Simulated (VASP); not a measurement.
Crystal: Ru3S.

```
Ru S
1.0
     3.88393    0.00000    0.00000
     0.00000    3.88393    0.00000
     0.00000    0.00000    3.88393
Ru S
3 1
Cartesian
  0.0000 1.9420 1.9420
  1.9420 0.0000 1.9420
  1.9420 1.9420 0.0000
  0.0000 0.0000 0.0000
```

```yaml
Program: VASP 6.6.1
Task: relaxation of cell and atoms
Functional: PBE
Potentials_or_basis: VASP PAW PBE potentials, release 64 (Ru_pv, S)
Cutoff: 600 eV
k_mesh: 4 × 4 × 4
Occupations: gaussian, width 0.1 eV
Spin: collinear spin, ferromagnetic start
Starting_moments: "[0.21, 0.21, 0.21, 0.0] μB"
```

At the start: pressure -12.9 GPa; volume 14.65 Å³/atom.

Q: How do energy, volume and symmetry change on relaxing?

A: Over 4 steps the energy falls by 40.9 meV/atom and the volume is 13.70 Å³/atom (-6.5 %); space group Pm-3m (No. 221, to 0.1 Å) before and after; moment 0.00 μB per cell.

The path:
```tsv
step	energy change (eV)	largest force (eV/Å)	pressure (GPa)	volume (Å³)
1	0.0000	0.0000	-12.89	58.59
2	0.3393	0.0000	31.47	49.16
3	-0.1632	0.0000	-0.57	54.92
4	-0.1635	0.0000	-0.04	54.80
```

Final structure:
```
Ru S
1.0
     3.79839    0.00000    0.00000
     0.00000    3.79839    0.00000
     0.00000    0.00000    3.79839
Ru S
3 1
Direct
  0.00000 0.50000 0.50000
  0.50000 0.00000 0.50000
  0.50000 0.50000 0.00000
  0.00000 0.00000 0.00000
```

Caveat: the k points lie up to 0.41 Å⁻¹ apart in the final cell, too coarse for converged energies and pressures of a metal.
